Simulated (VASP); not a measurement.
The system is Cd2C.

```
Cd C
1.0
     4.59874    0.00000    0.00000
    -2.29937    3.98262    0.00000
     0.00000    0.00000    3.25307
Cd C
2 1
Direct
  0.33333 0.66667 0.99065
  0.66667 0.33333 0.99065
  0.00000 0.00000 0.86911
```

| Property | Result |
| --- | --- |
| Program | VASP 6.6.1 |
| Task | relaxation of cell and atoms |
| Functional | PBE |
| Potentials or basis | VASP PAW PBE potentials, release 64 (Cd, C) |
| Cutoff | 600 eV |
| k mesh | 6 × 6 × 6 |
| Occupations | gaussian, width 0.1 eV |
| Spin | no spin polarisation |

At the start: pressure 0.5 GPa; volume 19.86 Å³/atom.

Problem. How do energy, volume and symmetry change on relaxing?

Solution. Over 17 steps the energy falls by 34.4 meV/atom and the volume is 19.07 Å³/atom (-4.0 %); space group P6mm (No. 183, to 0.05 Å).

The path:
```csv
step,energy change (eV),largest force (eV/Å),pressure (GPa),volume (Å³)
1,0.0000,0.0246,0.52,59.58
2,-0.0294,0.0970,-0.94,60.12
3,-0.0393,0.1461,-2.13,60.57
4,-0.0602,0.1567,-1.68,59.29
5,-0.0718,0.1631,-0.98,57.82
6,-0.0720,0.1637,-0.82,57.54
7,-0.0770,0.1486,0.05,56.88
8,-0.0772,0.1448,0.27,56.73
9,-0.0790,0.1406,0.21,56.83
10,-0.0837,0.1283,0.03,57.13
11,-0.0902,0.1019,-0.32,57.73
12,-0.0912,0.0369,-1.04,58.94
13,-0.0928,0.0679,-0.71,58.39
14,-0.0947,0.0609,-0.61,58.25
15,-0.0990,0.0393,-0.29,57.84
16,-0.1022,0.0053,0.36,57.02
17,-0.1033,0.0133,-0.04,57.21
```

Final structure:
```xyz
3
Lattice="4.6905 0.0000 0.0000 -2.3453 4.0621 0.0000 0.0000 0.0000 3.0028" Properties=species:S:1:pos:R:3 pbc="T T T"
Cd    0.0000    2.7081    2.8444
Cd    2.3453    1.3540    2.8444
C     0.0000    0.0000    2.8704
```
